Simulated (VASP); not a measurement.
Input of a VASP 6.6.1 run:

Contents of INCAR:

```
SYSTEM = Li2S
PREC = Accurate ; ENCUT = 750
EDIFF = 1E-6 ; ISMEAR = 1
SIGMA = 0.27211386245988 ; LREAL = .FALSE.
LASPH = .TRUE. ; NELM = 120
ALGO = Normal ; ISIF = 2
LWAVE = .FALSE. ; LCHARG = .FALSE.
GGA = PE ; NBANDS = 13
GGA_COMPAT = .FALSE.
```

Contents of KPOINTS:

```
Automatic mesh
0
G
  4 4 4
  0 0 0
```

POSCAR

```
Li2S
1.0
    0.0000000000      2.8351678429      2.8351678429
    2.8351678429      0.0000000000      2.8351678429
    2.8351678429      2.8351678429      0.0000000000
Li S
2 1
Direct
    0.7500000000      0.7500000000      0.7500000000
    0.2500000000      0.2500000000      0.2500000000
    0.0000000000      0.0000000000      0.0000000000
```

Potentials or basis: VASP PAW PBE potentials, release 64 (Li_sv, S).

Launch:

```console
$ cat potpaw_PBE.64/Li_sv/POTCAR potpaw_PBE.64/S/POTCAR > POTCAR
$ mpirun -np 1 vasp_std > vasp.out
```

(1) Predict the band gap on the k mesh.

(2) What does it give for the pressure?

Answers

(1) 3.37 eV (least direct gap 4.34 eV).

(2) 0.6 GPa.

Caveat: the k points lie up to 0.48 Å⁻¹ apart.
